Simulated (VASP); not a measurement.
# GeIrPt6 in VASP: a series of runs

The runs below take GeIrPt6 through single point, with PBE.

Program: VASP 6.6.1. These are calculated values, not measurements. Logs are shortened: lines on timing, memory, paths and dates and some standing lists are left out, and cuts for length are marked.

## 1. The cell of the first run

The structure is cubic, space group Pm-3m (No. 221). The conventional cell has a = 5.225 Å, b = 5.225 Å, c = 5.225 Å, α = 90.00°, β = 90.00°, γ = 90.00°. Ge (site symmetry m-3m) has 6 Pt at 2.61 Å within 3.4 Å. Ir (site symmetry m-3m) has 6 Pt at 2.61 Å within 3.4 Å. Pt (site symmetry 4/mmm) has 2 Ir at 2.61 Å and 4 Pt at 2.61 Å within 3.4 Å. Within 3.4 Å of Pt (site symmetry 4/mmm) lie 2 Ge at 2.61 Å and 4 Pt at 2.61 Å.

## 2. Single point, PBE

INCAR reads:

```
PREC     = Accurate       # precision mode
ENCUT    = 500            # plane-wave cutoff, eV
EDIFF    = 1E-6           # SCF threshold, eV
ISMEAR   = 0              # smearing method
SIGMA    = 0.2            # smearing width, eV
LREAL    = False          # projectors in reciprocal space
LASPH    = True           # aspherical terms in the spheres
NELM     = 120            # most SCF steps
ALGO     = Normal         # electronic algorithm
ISIF     = 2              # what is computed and relaxed
LWAVE    = False          # write WAVECAR
LCHARG   = True           # write CHGCAR
GGA      = PE             # functional
LELF     = True           # ELF
LVHAR    = True         
NBANDS   = 52             # bands
GGA_COMPAT= False
```

KPOINTS reads:

```
Automatic mesh
0
Gamma
  3 3 3
```

POSCAR reads:

```
GeIrPt6
1.0
    5.2251751256      0.0000000000      0.0000000000
    0.0000000000      5.2251751256      0.0000000000
    0.0000000000      0.0000000000      5.2251751256
Ge Ir Pt
1 1 6
Direct
    0.0000000000      0.0000000000      0.0000000000
    0.5000000000      0.5000000000      0.5000000000
    0.0000000000      0.5000000000      0.5000000000
    0.5000000000      0.0000000000      0.5000000000
    0.5000000000      0.5000000000      0.0000000000
    0.5000000000      0.0000000000      0.0000000000
    0.0000000000      0.5000000000      0.0000000000
    0.0000000000      0.0000000000      0.5000000000
```

Potentials or basis: VASP PAW PBE potentials, release 64 (Ge_d, Ir, Pt).

Run with:

```sh
$ cat potpaw_PBE.64/Ge_d/POTCAR potpaw_PBE.64/Ir/POTCAR potpaw_PBE.64/Pt/POTCAR > POTCAR
$ mpirun -np 1 vasp_std > vasp.out
```

OUTCAR:

```text
PREC = Accurate
   ENCUT = 500
   EDIFF = 1E-6
   ISMEAR = 0
   LREAL = False
   LASPH = True
   NELM = 120
   ISIF = 2
   GGA = PE

 ion  position               nearest neighbor table
   1  0.000  0.000  0.000-   6 2.61   7 2.61   8 2.61   8 2.61   7 2.61   6 2.61
   2  0.500  0.500  0.500-   3 2.61   4 2.61   5 2.61   5 2.61   4 2.61   3 2.61
   3  0.000  0.500  0.500-   2 2.61   7 2.61   8 2.61   7 2.61   8 2.61   2 2.61
   4  0.500  0.000  0.500-   2 2.61   6 2.61   8 2.61   6 2.61   2 2.61   8 2.61
   5  0.500  0.500  0.000-   2 2.61   6 2.61   7 2.61   2 2.61   6 2.61   7 2.61
   6  0.500  0.000  0.000-   1 2.61   4 2.61   5 2.61   4 2.61   5 2.61   1 2.61
   7  0.000  0.500  0.000-   1 2.61   3 2.61   5 2.61   3 2.61   1 2.61   5 2.61
   8  0.000  0.000  0.500-   1 2.61   3 2.61   4 2.61   1 2.61   3 2.61   4 2.61

  LATTYP: Found a simple cubic cell.
 ALAT       =     5.2251751256

  Lattice vectors:

 A1 = (   5.2251751256,   0.0000000000,   0.0000000000)
 A2 = (   0.0000000000,   5.2251751256,   0.0000000000)
 A3 = (   0.0000000000,   0.0000000000,   5.2251751256)

Analysis of symmetry for initial positions (statically):
=====================================================================
 Subroutine PRICEL returns:
 Original cell was already a primitive cell.

 Routine SETGRP: Setting up the symmetry group for a
 simple cubic supercell.

 Subroutine GETGRP returns: Found 48 space group operations
 (whereof 48 operations were pure point group operations)
 out of a pool of 48 trial point group operations.

The static configuration has the point symmetry O_h .

Analysis of symmetry for dynamics (positions and initial velocities):
=====================================================================
 Subroutine PRICEL returns:
 Original cell was already a primitive cell.

 Routine SETGRP: Setting up the symmetry group for a
 simple cubic supercell.

 Subroutine GETGRP returns: Found 48 space group operations
 (whereof 48 operations were pure point group operations)
 out of a pool of 48 trial point group operations.

The dynamic configuration has the point symmetry O_h .

 Subroutine INISYM returns: Found 48 space group operations
 (whereof 48 operations are pure point group operations),
 and found     1 'primitive' translations

----------------------------------------------------------------------------------------

                                     Primitive cell

  volume of cell :     142.6601

  direct lattice vectors                    reciprocal lattice vectors
     5.225175126  0.000000000  0.000000000     0.191381145  0.000000000  0.000000000
     0.000000000  5.225175126  0.000000000     0.000000000  0.191381145  0.000000000
     0.000000000  0.000000000  5.225175126     0.000000000  0.000000000  0.191381145

  length of vectors
     5.225175126  5.225175126  5.225175126     0.191381145  0.191381145  0.191381145

  position of ions in fractional coordinates (direct lattice)
     0.000000000  0.000000000  0.000000000
     0.500000000  0.500000000  0.500000000
     0.000000000  0.500000000  0.500000000
     0.500000000  0.000000000  0.500000000
     0.500000000  0.500000000  0.000000000
     0.500000000  0.000000000  0.000000000
     0.000000000  0.500000000  0.000000000
     0.000000000  0.000000000  0.500000000

  ion indices of the primitive-cell ions
   primitive index   ion index
                 1           1
                 2           2
                 3           3
                 4           4
                 5           5
                 6           6
                 7           7
                 8           8

----------------------------------------------------------------------------------------

 KPOINTS: Automatic mesh

Automatic generation of k-mesh.
 Grid dimensions read from file:
 generate k-points for:    3    3    3

 Generating k-lattice:

  Cartesian coordinates                     Fractional coordinates (reciprocal lattice)
     0.063793715  0.000000000  0.000000000     0.333333333  0.000000000  0.000000000
     0.000000000  0.063793715  0.000000000     0.000000000  0.333333333  0.000000000
     0.000000000  0.000000000  0.063793715     0.000000000  0.000000000  0.333333333

  Length of vectors
     0.063793715  0.063793715  0.063793715

  Shift w.r.t. Gamma in fractional coordinates (k-lattice)
     0.000000000  0.000000000  0.000000000

 Subroutine IBZKPT returns following result:
 ===========================================

 Found      4 irreducible k-points:

 Following reciprocal coordinates:
            Coordinates               Weight
  0.000000  0.000000  0.000000      1.000000
  0.333333  0.000000  0.000000      6.000000
  0.333333  0.333333  0.000000     12.000000
  0.333333  0.333333  0.333333      8.000000
   k-points           NKPTS =      4   k-points in BZ     NKDIM =      4   number of bands    NBANDS=     52
   number of dos      NEDOS =    301   number of ions     NIONS =      8
   total plane-waves  NPLWV =  64000
   dimension x,y,z NGX =    40 NGY =   40 NGZ =   40
   dimension x,y,z NGXF=    80 NGYF=   80 NGZF=   80
   ions per type =               1   1   6
   NGX,Y,Z   is equivalent  to a cutoff of  12.73, 12.73, 12.73 a.u.
   NGXF,Y,Z  is equivalent  to a cutoff of  25.45, 25.45, 25.45 a.u.
 SYSTEM =  unknown system
   PREC   = accura    normal or accurate (medium, high low for compatibility)
   ISTART =      0    job   : 0-new  1-cont  2-samecut
   ICHARG =      2    charge: 1-file 2-atom 10-const
   ISPIN  =      1    spin polarized calculation?
   LNONCOLLINEAR =      F non collinear calculations
   LSORBIT =      F    spin-orbit coupling
   LASPH  =      T    aspherical Exc in radial PAW
   ENCUT  =  500.0 eV  36.75 Ry    6.06 a.u.   9.53  9.53  9.53*2*pi/ulx,y,z
   NELM   =    120;   NELMIN=  2; NELMDL= -5     # of ELM steps
   EDIFF  = 0.1E-05   stopping-criterion for ELM
   LREAL  =      F    real-space projection
   EDIFFG = 0.1E-04   stopping-criterion for IOM
   NSW    =      0    number of steps for IOM
   IBRION =     -1    ionic relax: 0-MD 1-quasi-New 2-CG
   NFREE  =      0    steps in history (QN), initial steepest desc. (CG)
   ISIF   =      2    stress and relaxation
   ISYM   =      2    0-nonsym 1-usesym 2-fastsym
   POTIM  = 0.5000    time-step for ionic-motion
   TEBEG  =    0.0;   TEEND  =   0.0 temperature during run
   PSTRESS=    0.0 pullay stress
   NELECT =      83.0000    total number of electrons
   NUPDOWN=      -1.0000    fix difference up-down
   EMIN   =  10.00;   EMAX   =-10.00  energy-range for DOS
   EFERMI =   0.00;   METHOD = LEGACY
   ISMEAR =     0;   SIGMA  =   0.20  broadening in eV -4-tet -1-fermi 0-gaus
   EFERMI_NEDOS =   21; number of points for ismear=-14 and -15
   IALGO  =     38    algorithm
   IMIX   =      4    mixing-type and parameters
     AMIX     =   0.40;   BMIX     =  1.00
     AMIX_MAG =   1.60;   BMIX_MAG =  1.00
  volume/ion in A,a.u.               =      17.83       120.34
  Fermi-wavevector in a.u.,A,eV,Ry     =   1.366679  2.582650 25.413136  1.867813
  Thomas-Fermi vector in A             =   2.492799
   LORBIT       =      0    0 simple, 1 ext, 2 COOP (PROOUT), +10 PAW based schemes
   GGA     = PE    functional components
   LHFCALC =     F    Hartree Fock is set to
   AEXX    =    0.0000 exact exchange contribution
   IVDW    =     0    specifies the selected vdW correction
   LEPSILON=     F    determine dielectric tensor
   LRPA    =     F    only Hartree local field effects (RPA)
 non-spin polarized calculation
 Gauss-broadening in eV      SIGMA  =   0.20
  energy-cutoff  :      500.00
  volume of cell :      142.66
 maximum number of plane-waves:      3695
 NGX is ok and might be reduce to    40
   NGX = 19   NGY = 19   NGZ = 19

 number of electron      83.0000039 magnetization

 Free energy of the ion-electron system (eV)
  ---------------------------------------------------
  ext. energy  EPLUGINS =         0.00000000
  ---------------------------------------------------
  free energy    TOTEN  =       -46.40954163 eV

  energy without entropy =      -46.21005164  energy(sigma->0) =      -46.30979663

 E-fermi :   7.8159     XC(G=0): -12.2637

 val. band max:        7.7209127582   @ k =   0.3333   0.0000   0.0000
 cond. band min:       7.9579712190   @ k =   0.3333   0.3333   0.0000
 fundamental gap:      0.2370584608
 Fermi energy:         7.8158837563

 k-point     1 :       0.0000    0.0000    0.0000
  band No.  band energies     occupation
      1     -16.6337      2.00000
      2     -16.6337      2.00000
      3     -16.5960      2.00000
      4     -16.5960      2.00000
      5     -16.5960      2.00000
      6      -2.2187      2.00000
[... 44 lines left out ...]
     51      12.4596      0.00000
     52      12.4596      0.00000

 k-point     2 :       0.3333    0.0000    0.0000
  band No.  band energies     occupation
      1     -16.6337      2.00000
      2     -16.6280      2.00000
      3     -16.5960      2.00000
      4     -16.5955      2.00000
      5     -16.5955      2.00000
      6      -1.7616      2.00000
[... 44 lines left out ...]
     51      13.0368      0.00000
     52      13.0368      0.00000

 k-point     3 :       0.3333    0.3333    0.0000
  band No.  band energies     occupation
      1     -16.6309      2.00000
      2     -16.6251      2.00000
      3     -16.5955      2.00000
      4     -16.5955      2.00000
      5     -16.5950      2.00000
      6      -1.3270      2.00000
[... 44 lines left out ...]
     51      13.6092      0.00000
     52      13.6665      0.00000

 k-point     4 :       0.3333    0.3333    0.3333
  band No.  band energies     occupation
      1     -16.6251      2.00000
      2     -16.6251      2.00000
      3     -16.5950      2.00000
      4     -16.5950      2.00000
      5     -16.5950      2.00000
      6      -0.9066      2.00000
[... 44 lines left out ...]
     51      13.5173      0.00000
     52      16.8913      0.00000

------------------------ aborting loop because EDIFF is reached ----------------------------------------

  FORCE on cell =-STRESS in cart. coord.  units (eV):
  Direction    XX          YY          ZZ          XY          YZ          ZX
  --------------------------------------------------------------------------------------
  -------------------------------------------------------------------------------------
  Total       -0.2769235     -0.2769235     -0.2769235     -0.0000000     -0.0000000      0.0000000
  in kB       -3.1100531     -3.1100531     -3.1100531     -0.0000000     -0.0000000      0.0000000
  external PRESSURE =      -3.1100531 kB  Pullay stress =       0.0000000 kB

 VOLUME and BASIS-vectors are now :
 -----------------------------------------------------------------------------
  energy-cutoff  :      500.00
  volume of cell :      142.66
      direct lattice vectors                 reciprocal lattice vectors
     5.225175126  0.000000000  0.000000000     0.191381145  0.000000000  0.000000000
     0.000000000  5.225175126  0.000000000     0.000000000  0.191381145  0.000000000
     0.000000000  0.000000000  5.225175126     0.000000000  0.000000000  0.191381145

 POSITION                                       TOTAL-FORCE (eV/Angst)
 -----------------------------------------------------------------------------------
      0.00000      0.00000      0.00000         0.000000      0.000000      0.000000
      2.61259      2.61259      2.61259         0.000000      0.000000      0.000000
      0.00000      2.61259      2.61259         0.000000      0.000000      0.000000
      2.61259      0.00000      2.61259         0.000000      0.000000      0.000000
      2.61259      2.61259      0.00000         0.000000      0.000000      0.000000
      2.61259      0.00000      0.00000         0.000000      0.000000      0.000000
      0.00000      2.61259      0.00000         0.000000      0.000000      0.000000
      0.00000      0.00000      2.61259         0.000000      0.000000      0.000000
 -----------------------------------------------------------------------------------
    total drift:                               -0.000000      0.000000     -0.000000

  FREE ENERGIE OF THE ION-ELECTRON SYSTEM (eV)
  ---------------------------------------------------
  free  energy   TOTEN  =       -46.4095416270 eV

  energy  without entropy=      -46.2100516382  energy(sigma->0) =      -46.30979663
```

Run time: 80 s. Hardware: 1 thread of AMD EPYC 7R43 (Zen 3), shared host; peak memory 0.22 GiB.

Results:

```
Free energy : -46.4095 eV
Pressure    : -0.3 GPa
```

Caveat: the k points lie up to 0.40 Å⁻¹ apart; spin-orbit coupling is left out, which moves the levels of the heavy elements.

## 3. Single point, PBE

INCAR reads:

```
SYSTEM = GeIrPt6
ALGO     = Normal         ! electronic algorithm
EDIFF    = 1E-6           ! SCF threshold, eV
ENCUT    = 500            ! plane-wave cutoff, eV
GGA      = PE             ! functional
GGA_COMPAT= .False.      
ISIF     = 2              ! what is computed and relaxed
ISMEAR   = 0              ! smearing method
LASPH    = .True.         ! aspherical terms in the spheres
LCHARG   = .False.        ! write CHGCAR
LREAL    = .False.        ! projectors in reciprocal space
LWAVE    = .False.        ! write WAVECAR
NBANDS   = 52             ! bands
NELM     = 120            ! most SCF steps
PREC     = Accurate       ! precision mode
SIGMA    = 0.2            ! smearing width, eV
```

KPOINTS reads:

```
k-points
0
Gamma
  3 3 3
  0 0 0
```

POSCAR reads:

```
GeIrPt6
1.0
    3.6950966627      2.1333650512      3.0147853912
   -3.6950966627      2.1333650512      3.0147853912
    0.0000000000     -4.2667301076      3.0147853875
Ge Ir Pt
1 1 6
Direct
    0.5000000000      0.5000000000      0.5000000000
    0.0000000000      0.0000000000      0.0000000000
    0.5000000000      0.5000000000      0.0000000000
    0.0000000000      0.5000000000      0.5000000000
    0.5000000000      0.0000000000      0.5000000000
    0.0000000000      0.0000000000      0.5000000000
    0.5000000000      0.0000000000      0.0000000000
    0.0000000000      0.5000000000      0.0000000000
```

Potentials or basis: VASP PAW PBE potentials, release 64 (Ge_d, Ir, Pt).

Run with:

```sh
$ cat potpaw_PBE.64/Ge_d/POTCAR potpaw_PBE.64/Ir/POTCAR potpaw_PBE.64/Pt/POTCAR > POTCAR
$ mpirun -np 1 vasp_std > vasp.out
```

Wall time 81 s (1 thread of AMD EPYC 7R43 (Zen 3), shared host); peak memory 0.22 GiB.

The run converged. Its results:

| Quantity | Value |
| --- | --- |
| Free energy | -46.4097 eV |
| Pressure | -0.2 GPa |

Levels at points of the mesh, in eV from the Fermi level:
```
           k point  band 39  band 40  band 41  band 42  band 43  band 44
(0.00, 0.00, 0.00)     0.79     0.79     0.79     2.09     2.21     2.38
```

Caveat: the k points lie up to 0.40 Å⁻¹ apart; spin-orbit coupling is left out, which moves the levels of the heavy elements.
